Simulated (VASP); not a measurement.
# MgO (Periclase) (Fm-3m) in VASP: notebook

The runs below take MgO (Periclase) through single point, with PBE.

Program: VASP 6.6.1. These are calculated values, not measurements. Logs are shortened: lines on timing, memory, paths and dates and some standing lists are left out, and cuts for length are marked.

**1. The cell of the first run**

It takes space group Fm-3m (No. 225, cubic). Conventional cell: a = 4.211 Å, b = 4.211 Å, c = 4.211 Å, α = 90.00°, β = 90.00°, γ = 90.00°. Within 2.8 Å of Mg (site symmetry m-3m) lie 6 O at 2.11 Å. O (site symmetry m-3m) has 6 Mg at 2.11 Å within 2.8 Å.

**2. Single point, PBE (volume changed by -3%)**

INCAR

```
ALGO = Normal
EDIFF = 1E-6
ENCUT = 600
GGA = PE
GGA_COMPAT = False
ISIF = 2
ISMEAR = 0
LASPH = True
LCHARG = False
LREAL = False
LWAVE = False
NBANDS = 11
NELM = 120
PREC = Accurate
SIGMA = 0.01
```

KPOINTS

```
k-points
0
Gamma
  8 8 8
```

POSCAR

```
MgO
1.0
    0.0000000000      2.1053674364      2.1053674364
    2.1053674364      0.0000000000      2.1053674364
    2.1053674364      2.1053674364      0.0000000000
Mg O
1 1
Direct
    0.0000000000      0.0000000000      0.0000000000
    0.5000000000      0.5000000000      0.5000000000
```

Potentials or basis: VASP PAW PBE potentials, release 64 (Mg, O).

Run with:

```
$ cat potpaw_PBE.64/Mg/POTCAR potpaw_PBE.64/O/POTCAR > POTCAR
$ mpirun -np 1 vasp_std > vasp.out
```

OUTCAR:

```text
EDIFF = 1E-6
   ENCUT = 600
   GGA = PE
   ISIF = 2
   ISMEAR = 0
   LASPH = True
   LREAL = False
   NELM = 120
   PREC = Accurate

 ion  position               nearest neighbor table
   1  0.000  0.000  0.000-   2 2.11   2 2.11   2 2.11   2 2.11   2 2.11   2 2.11
   2  0.500  0.500  0.500-   1 2.11   1 2.11   1 2.11   1 2.11   1 2.11   1 2.11

  LATTYP: Found a face centered cubic cell.
 ALAT       =     4.2107348728

  Lattice vectors:

 A1 = (   0.0000000000,   2.1053674364,   2.1053674364)
 A2 = (   2.1053674364,   0.0000000000,   2.1053674364)
 A3 = (   2.1053674364,   2.1053674364,   0.0000000000)

Analysis of symmetry for initial positions (statically):
=====================================================================
 Subroutine PRICEL returns:
 Original cell was already a primitive cell.

 Routine SETGRP: Setting up the symmetry group for a
 face centered cubic supercell.

 Subroutine GETGRP returns: Found 48 space group operations
 (whereof 48 operations were pure point group operations)
 out of a pool of 48 trial point group operations.

The static configuration has the point symmetry O_h .

Analysis of symmetry for dynamics (positions and initial velocities):
=====================================================================
 Subroutine PRICEL returns:
 Original cell was already a primitive cell.

 Routine SETGRP: Setting up the symmetry group for a
 face centered cubic supercell.

 Subroutine GETGRP returns: Found 48 space group operations
 (whereof 48 operations were pure point group operations)
 out of a pool of 48 trial point group operations.

The dynamic configuration has the point symmetry O_h .

 Subroutine INISYM returns: Found 48 space group operations
 (whereof 48 operations are pure point group operations),
 and found     1 'primitive' translations

----------------------------------------------------------------------------------------

                                     Primitive cell

  volume of cell :      18.6644

  direct lattice vectors                    reciprocal lattice vectors
     0.000000000  2.105367436  2.105367436    -0.237488237  0.237488237  0.237488237
     2.105367436  0.000000000  2.105367436     0.237488237 -0.237488237  0.237488237
     2.105367436  2.105367436  0.000000000     0.237488237  0.237488237 -0.237488237

  length of vectors
     2.977439182  2.977439182  2.977439182     0.411341692  0.411341692  0.411341692

  position of ions in fractional coordinates (direct lattice)
     0.000000000  0.000000000  0.000000000
     0.500000000  0.500000000  0.500000000

  ion indices of the primitive-cell ions
   primitive index   ion index
                 1           1
                 2           2

----------------------------------------------------------------------------------------

 KPOINTS: k-points

Automatic generation of k-mesh.
 Grid dimensions read from file:
 generate k-points for:    8    8    8

 Generating k-lattice:

  Cartesian coordinates                     Fractional coordinates (reciprocal lattice)
    -0.029686030  0.029686030  0.029686030     0.125000000  0.000000000  0.000000000
     0.029686030 -0.029686030  0.029686030     0.000000000  0.125000000  0.000000000
     0.029686030  0.029686030 -0.029686030     0.000000000  0.000000000  0.125000000

  Length of vectors
     0.051417712  0.051417712  0.051417712

  Shift w.r.t. Gamma in fractional coordinates (k-lattice)
     0.000000000  0.000000000  0.000000000

 Subroutine IBZKPT returns following result:
 ===========================================

 Found     29 irreducible k-points:

 Following reciprocal coordinates:
            Coordinates               Weight
  0.000000  0.000000  0.000000      1.000000
  0.125000  0.000000  0.000000      8.000000
  0.250000  0.000000  0.000000      8.000000
  0.375000  0.000000  0.000000      8.000000
  0.500000  0.000000  0.000000      4.000000
  0.125000  0.125000  0.000000      6.000000
[... 16 lines left out ...]
  0.500000  0.250000  0.125000     48.000000
 -0.375000  0.250000  0.125000     24.000000
 [... further k-points ...]
   k-points           NKPTS =     29   k-points in BZ     NKDIM =     29   number of bands    NBANDS=     11
   number of dos      NEDOS =    301   number of ions     NIONS =      2
   total plane-waves  NPLWV =  13824
   dimension x,y,z NGX =    24 NGY =   24 NGZ =   24
   dimension x,y,z NGXF=    48 NGYF=   48 NGZF=   48
   ions per type =               1   1
   NGX,Y,Z   is equivalent  to a cutoff of  13.40, 13.40, 13.40 a.u.
   NGXF,Y,Z  is equivalent  to a cutoff of  26.80, 26.80, 26.80 a.u.
 SYSTEM =  unknown system
   PREC   = accura    normal or accurate (medium, high low for compatibility)
   ISTART =      0    job   : 0-new  1-cont  2-samecut
   ICHARG =      2    charge: 1-file 2-atom 10-const
   ISPIN  =      1    spin polarized calculation?
   LNONCOLLINEAR =      F non collinear calculations
   LSORBIT =      F    spin-orbit coupling
   LASPH  =      T    aspherical Exc in radial PAW
   ENCUT  =  600.0 eV  44.10 Ry    6.64 a.u.   5.95  5.95  5.95*2*pi/ulx,y,z
   NELM   =    120;   NELMIN=  2; NELMDL= -5     # of ELM steps
   EDIFF  = 0.1E-05   stopping-criterion for ELM
   LREAL  =      F    real-space projection
[... 7 lines left out ...]
   TEBEG  =    0.0;   TEEND  =   0.0 temperature during run
   PSTRESS=    0.0 pullay stress
   NELECT =       8.0000    total number of electrons
   NUPDOWN=      -1.0000    fix difference up-down
   EMIN   =  10.00;   EMAX   =-10.00  energy-range for DOS
   EFERMI =   0.00;   METHOD = LEGACY
   ISMEAR =     0;   SIGMA  =   0.01  broadening in eV -4-tet -1-fermi 0-gaus
   EFERMI_NEDOS =   21; number of points for ismear=-14 and -15
   IALGO  =     38    algorithm
   IMIX   =      4    mixing-type and parameters
     AMIX     =   0.40;   BMIX     =  1.00
     AMIX_MAG =   1.60;   BMIX_MAG =  1.00
  volume/ion in A,a.u.               =       9.33        62.98
  Fermi-wavevector in a.u.,A,eV,Ry     =   1.234337  2.332558 20.729656  1.523587
  Thomas-Fermi vector in A             =   2.369031
   LORBIT       =      0    0 simple, 1 ext, 2 COOP (PROOUT), +10 PAW based schemes
   GGA     = PE    functional components
   LHFCALC =     F    Hartree Fock is set to
   AEXX    =    0.0000 exact exchange contribution
   IVDW    =     0    specifies the selected vdW correction
   LEPSILON=     F    determine dielectric tensor
   LRPA    =     F    only Hartree local field effects (RPA)
 non-spin polarized calculation
 Gauss-broadening in eV      SIGMA  =   0.01
  energy-cutoff  :      600.00
  volume of cell :       18.66
 maximum number of plane-waves:       636
   NGX = 11   NGY = 11   NGZ = 11

 number of electron       8.0000005 magnetization

 Free energy of the ion-electron system (eV)
  ---------------------------------------------------
  ext. energy  EPLUGINS =         0.00000000
  ---------------------------------------------------
  free energy    TOTEN  =       -11.90850173 eV

  energy without entropy =      -11.90850173  energy(sigma->0) =      -11.90850173

 E-fermi :   3.2364     XC(G=0): -11.0827

 val. band max:        3.1921118268   @ k =   0.0000   0.0000   0.0000
 cond. band min:       7.9290391276   @ k =   0.0000   0.0000   0.0000
 fundamental gap:      4.7369273009
 Fermi energy:         3.2364244326

 k-point     1 :       0.0000    0.0000    0.0000
  band No.  band energies     occupation
      1     -14.0752      2.00000
      2       3.1921      2.00000
      3       3.1921      2.00000
      4       3.1921      2.00000
      5       7.9290      0.00000
      6      18.9997      0.00000
      7      18.9997      0.00000
      8      18.9997      0.00000
      9      22.9177      0.00000
     10      24.6943      0.00000
     11      24.6943      0.00000

 k-point     2 :       0.1250    0.0000    0.0000
  band No.  band energies     occupation
      1     -13.9119      2.00000
      2       2.2377      2.00000
      3       3.0888      2.00000
      4       3.0888      2.00000
      5       8.8431      0.00000
      6      17.3199      0.00000
      7      19.3591      0.00000
      8      19.3591      0.00000
      9      23.7283      0.00000
     10      23.7283      0.00000
     11      25.0823      0.00000

 k-point     3 :       0.2500    0.0000    0.0000
  band No.  band energies     occupation
      1     -13.4873      2.00000
      2       0.5319      2.00000
      3       2.8510      2.00000
      4       2.8510      2.00000
      5      10.2898      0.00000
      6      15.7747      0.00000
      7      19.8552      0.00000
      8      19.8552      0.00000
      9      23.3382      0.00000
     10      23.3382      0.00000
     11      25.2010      0.00000

 k-point     4 :       0.3750    0.0000    0.0000
  band No.  band energies     occupation
      1     -13.0085      2.00000
      2      -0.8775      2.00000
      3       2.6273      2.00000
      4       2.6273      2.00000
      5      11.0020      0.00000
      6      15.5800      0.00000
      7      19.6832      0.00000
      8      19.6832      0.00000
      9      24.4110      0.00000
     10      24.6521      0.00000
     11      24.6521      0.00000
[... 239 lines left out ...]
 k-point    22 :       0.3750    0.2500    0.1250
  band No.  band energies     occupation
      1     -13.1832      2.00000
      2       0.1749      2.00000
      3       2.0396      2.00000
      4       2.5767      2.00000
      5      11.6952      0.00000
      6      14.6854      0.00000
      7      18.2853      0.00000
      8      20.7510      0.00000
      9      21.3150      0.00000
     10      25.6451      0.00000
     11      29.0363      0.00000

 k-point    23 :       0.5000    0.2500    0.1250
  band No.  band energies     occupation
      1     -12.8062      2.00000
      2      -0.5166      2.00000
      3       1.4639      2.00000
      4       2.3241      2.00000
      5      12.6963      0.00000
      6      14.8539      0.00000
      7      17.1250      0.00000
      8      20.3493      0.00000
      9      22.8892      0.00000
     10      25.6133      0.00000
     11      29.2322      0.00000

 k-point    24 :      -0.3750    0.2500    0.1250
  band No.  band energies     occupation
      1     -12.6385      2.00000
      2      -0.8107      2.00000
      3       1.2563      2.00000
      4       2.2048      2.00000
      5      12.8723      0.00000
      6      15.4007      0.00000
      7      16.6946      0.00000
      8      20.1034      0.00000
      9      23.7316      0.00000
     10      25.2840      0.00000
     11      29.3698      0.00000

 [... further k-points ...]

------------------------ aborting loop because EDIFF is reached ----------------------------------------

  FORCE on cell =-STRESS in cart. coord.  units (eV):
  Direction    XX          YY          ZZ          XY          YZ          ZX
  --------------------------------------------------------------------------------------
  -------------------------------------------------------------------------------------
  Total        0.4489733      0.4489733      0.4489733      0.0000000     -0.0000000     -0.0000000
  in kB       38.5405085     38.5405085     38.5405085      0.0000000     -0.0000000     -0.0000000
  external PRESSURE =      38.5405085 kB  Pullay stress =       0.0000000 kB

 VOLUME and BASIS-vectors are now :
 -----------------------------------------------------------------------------
  energy-cutoff  :      600.00
  volume of cell :       18.66
      direct lattice vectors                 reciprocal lattice vectors
     0.000000000  2.105367436  2.105367436    -0.237488237  0.237488237  0.237488237
     2.105367436  0.000000000  2.105367436     0.237488237 -0.237488237  0.237488237
     2.105367436  2.105367436  0.000000000     0.237488237  0.237488237 -0.237488237

 POSITION                                       TOTAL-FORCE (eV/Angst)
 -----------------------------------------------------------------------------------
      0.00000      0.00000      0.00000         0.000000     -0.000000      0.000000
      2.10537      2.10537      2.10537        -0.000000      0.000000     -0.000000
 -----------------------------------------------------------------------------------
    total drift:                               -0.000000     -0.000000      0.000000

  FREE ENERGIE OF THE ION-ELECTRON SYSTEM (eV)
  ---------------------------------------------------
  free  energy   TOTEN  =       -11.9085017266 eV

  energy  without entropy=      -11.9085017266  energy(sigma->0) =      -11.90850173
```

Run time: 6.7 s. Hardware: 1 thread of Intel Xeon Platinum 8488C (Sapphire Rapids), shared host; peak memory 0.13 GiB.

Results:

```yaml
Free_energy: -11.9085 eV
Pressure: 3.9 GPa
Band_gap_on_the_k_mesh: 4.74 eV, direct
```

**3. Single point, PBE (volume changed by +3%)**

INCAR

```
SYSTEM = MgO
PREC = Accurate ; ENCUT = 600
EDIFF = 1E-6 ; ISMEAR = 0
SIGMA = 0.01 ; LREAL = .False.
LASPH = .True. ; NELM = 120
ALGO = Normal ; ISIF = 2
LWAVE = .False. ; LCHARG = .True.
GGA = PE ; LELF = .True.
LVHAR = .True. ; NBANDS = 11
GGA_COMPAT = .False.
```

KPOINTS

```
regular mesh
0
Gamma
  8 8 8
  0 0 0
```

POSCAR

```
MgO
1.0
    0.0000000000      2.1479115743      2.1479115743
    2.1479115743      0.0000000000      2.1479115743
    2.1479115743      2.1479115743      0.0000000000
Mg O
1 1
Direct
    0.0000000000      0.0000000000      0.0000000000
    0.5000000000      0.5000000000      0.5000000000
```

Potentials or basis: VASP PAW PBE potentials, release 64 (Mg, O).

Run with:

```
$ cat potpaw_PBE.64/Mg/POTCAR potpaw_PBE.64/O/POTCAR > POTCAR
$ mpirun -np 1 vasp_std > vasp.out
```

Wall time 5.9 s (1 thread of Intel Xeon Platinum 8488C (Sapphire Rapids), shared host); peak memory 0.14 GiB.

It converged, with:

* Free energy: -11.9051 eV
* Pressure: -5.2 GPa
* Band gap on the k mesh: 4.17 eV, direct

Levels at points of the mesh, in eV from the valence-band top:
```csv
k point,band 2,band 3,band 4,band 5,band 6,band 7
"(0.00, 0.00, 0.00)",0.00,0.00,0.00,4.17,15.47,15.47
"(0.50, 0.00, 0.00)",-4.36,-0.59,-0.59,7.53,11.94,15.71
"(0.50, 0.50, 0.00)",-3.85,-1.27,-1.27,9.04,9.34,12.48
```

**4. Single point, PBE (volume changed by +6%)**

INCAR

```
PREC = Accurate
ENCUT = 600
EDIFF = 1E-6
ISMEAR = 0
SIGMA = 0.01
LREAL = F
LASPH = T
NELM = 120
ALGO = Normal
ISIF = 2
LWAVE = F
LCHARG = F
GGA = PE
NBANDS = 11
GGA_COMPAT = F
```

KPOINTS

```
Automatic mesh
0
Gamma
  8 8 8
```

POSCAR

```
MgO
1.0
    0.0000000000      2.1685658372      2.1685658372
    2.1685658372      0.0000000000      2.1685658372
    2.1685658372      2.1685658372      0.0000000000
Mg O
1 1
Direct
    0.0000000000      0.0000000000      0.0000000000
    0.5000000000      0.5000000000      0.5000000000
```

Run with:

```
$ cat potpaw_PBE.64/Mg/POTCAR potpaw_PBE.64/O/POTCAR > POTCAR
$ mpirun -np 1 vasp_std > vasp.out
```

It took 12 s on 1 thread of Intel Xeon Platinum 8488C (Sapphire Rapids), shared host; peak memory 0.16 GiB.

Results (log left out):

| Quantity | Value |
| --- | --- |
| Free energy | -11.8814 eV |
| Pressure | -8.7 GPa |
| Band gap on the k mesh | 3.92 eV, direct |

Levels at points of the mesh, in eV from the valence-band top:
| k point | band 1 | band 2 | band 3 | band 4 | band 5 | band 6 | band 7 | band 8 |
| --- | --- | --- | --- | --- | --- | --- | --- | --- |
| (0.00, 0.00, 0.00) | -16.84 | 0.00 | 0.00 | 0.00 | 3.92 | 15.30 | 15.30 | 15.30 |
| (0.50, 0.00, 0.00) | -15.76 | -4.25 | -0.56 | -0.56 | 7.35 | 11.62 | 15.42 | 15.42 |
| (0.50, 0.50, 0.00) | -15.53 | -3.73 | -1.23 | -1.23 | 9.00 | 9.05 | 12.19 | 17.67 |

**5. The runs side by side**

| cell | gap on the mesh (eV) | pressure (GPa) |
| --- | --- | --- |
| a = 2.977 Å, angles 60.0°, 2 atoms | 4.74 | 3.9 |
| a = 3.038 Å, angles 60.0°, 2 atoms | 4.17 | -5.2 |
| a = 3.067 Å, angles 60.0°, 2 atoms | 3.92 | -8.7 |

Alike in all rows: task single point; level PBE; potentials or basis VASP PAW PBE potentials, release 64 (Mg, O); no spin polarisation; k mesh 8 × 8 × 8; cutoff (eV) 600; smearing gaussian 0.01 eV.

Total energies depend on the potentials used, so only differences within one code and one set of settings carry meaning.
